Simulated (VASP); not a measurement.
Set up this calculation in VASP 6.6.1, as the native input.

* Task: single point
* Functional: PBE
* Potentials or basis: VASP PAW PBE potentials, release 64 (Zn, O)
* Cutoff: 520 eV
* k mesh: 12 × 12 × 6
* Occupations: gaussian, width 0.02 eV
* Spin: no spin polarisation
* Dipole correction: no
* Further INCAR settings: ALGO = Normal; EDIFF = 1e-06; NBANDS = 26

The structure of ZnO lies in POSCAR:

```
ZnO
1.0
    3.3005318544      0.0000000000      0.0000000000
   -1.6502659272      2.8583444319      0.0000000000
    0.0000000000      0.0000000000      5.1873685015
Zn O
2 2
Direct
    0.6666666683      0.3333333317      0.4971925599
    0.3333333317      0.6666666683     -0.0028074401
    0.6666666656      0.3333333344      0.8831174401
    0.3333333344      0.6666666656      0.3831174401
```

This cell differs from its parent crystal: uniaxial strain along c: -2.0 %, then relaxed in part.

One way to write it, as run:

INCAR

```
SYSTEM = ZnO
ALGO = Normal ; EDIFF = 1E-6
ENCUT = 520 ; GGA = PE
ISIF = 2 ; ISMEAR = 0
LASPH = .True. ; LCHARG = .True.
LELF = .True. ; LREAL = .False.
LVHAR = .True. ; LWAVE = .False.
NBANDS = 26 ; NELM = 100
PREC = Accurate ; SIGMA = 0.02
```

KPOINTS

```
k-points
0
Gamma
  12 12 6
  0 0 0
```

Potentials or basis: VASP PAW PBE potentials, release 64 (Zn, O).

The run is started by

```bash
$ cat potpaw_PBE.64/Zn/POTCAR potpaw_PBE.64/O/POTCAR > POTCAR
$ mpirun -np 1 vasp_std > vasp.out
```

It gave:

| Item | Value |
| --- | --- |
| Pressure | 1.8 GPa |
| Largest force | 0.005 eV/Å |
| Band gap on the k mesh | 0.77 eV, direct |

Caveat: the cell differs from its parent crystal (uniaxial strain along c: -2.0 %, then relaxed in part).

It took 45 s on 1 thread of Intel(R) Xeon(R) 6975P-C (Granite Rapids), on a shared host, peak memory 0.22 GiB.
